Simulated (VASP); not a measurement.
The system is PbF2 (Fluorocronite).

```
CELL_PARAMETERS angstrom
0.00000 2.96366 2.96366
2.96366 0.00000 2.96366
2.96366 2.96366 0.00000
ATOMIC_POSITIONS crystal
Pb 0.00000 0.00000 0.00000
F 0.25000 0.25000 0.25000
F 0.75000 0.75000 0.75000
```

Base run:

| Property | Result |
| --- | --- |
| Program | VASP 6.6.1 |
| Functional | PBE |
| Potentials or basis | VASP PAW PBE potentials, release 64 (Pb_d, F) |
| Cutoff | 520 eV |
| k mesh | 7 × 7 × 7 |
| Occupations | gaussian, width 0.01 eV |
| Spin | no spin polarisation |

Its results: band gap on the k mesh 4.46 eV, indirect (least direct gap 4.67 eV); pressure 2.5 GPa.

The run is repeated on the same cell with these changes: k mesh from 7 × 7 × 7 to 2 × 2 × 2. What comes out?

Band gap on the k mesh 4.44 eV, indirect (least direct gap 4.56 eV); pressure 3.0 GPa.

Caveats: some runs use coarse meshes; spin-orbit coupling is left out, which moves the levels of the heavy elements.

A k mesh can miss the band edges.
